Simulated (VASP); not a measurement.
CaO, 2 atoms in the cell. The structure is cubic, space group Fm-3m (No. 225). Conventional cell: a = 4.771 Å, b = 4.771 Å, c = 4.771 Å, α = 90.00°, β = 90.00°, γ = 90.00°. Within 3.2 Å of Ca (site symmetry m-3m) lie 6 O at 2.39 Å. Within 3.2 Å of O (site symmetry m-3m) lie 6 Ca at 2.39 Å.  This cell differs from its parent crystal: strain -0.5%.

| Item | Value |
| --- | --- |
| Program | VASP 6.6.1 |
| Task | single point |
| Functional | HSE06 |
| Potentials or basis | VASP PAW PBE potentials, release 64 (Ca_sv, O) |
| Cutoff | 520 eV |
| k mesh | 6 × 6 × 6 |
| Occupations | gaussian, width 0.01 eV |
| Spin | no spin polarisation |
| Dipole correction | no |
| Grid for exact exchange (PRECFOCK) | Normal |
| Further INCAR settings | ALGO = Normal; EDIFF = 1e-07; NBANDS = 15 |
| Share of exact exchange | 0.25 |
| Screening parameter | 0.2079 1/Å |

Potentials or basis: VASP PAW PBE potentials, release 64 (Ca_sv, O).

The run is started by

```sh
$ cat potpaw_PBE.64/Ca_sv/POTCAR potpaw_PBE.64/O/POTCAR > POTCAR
$ cp INCAR.step1 INCAR
$ mpirun -np 1 vasp_std > vasp.out
$ cp INCAR.step2 INCAR
$ mpirun -np 1 vasp_std > vasp.out
```

Hardware: 1 thread of AMD EPYC 9R45 96-Core Processor (Zen 5) (shared host).

Problem. Estimate the wall time of this run.

Solution. It took 19 min on 1 thread of AMD EPYC 9R45 96-Core Processor (Zen 5), with other jobs on the host, peak memory 0.24 GiB. Counts: k points 16.
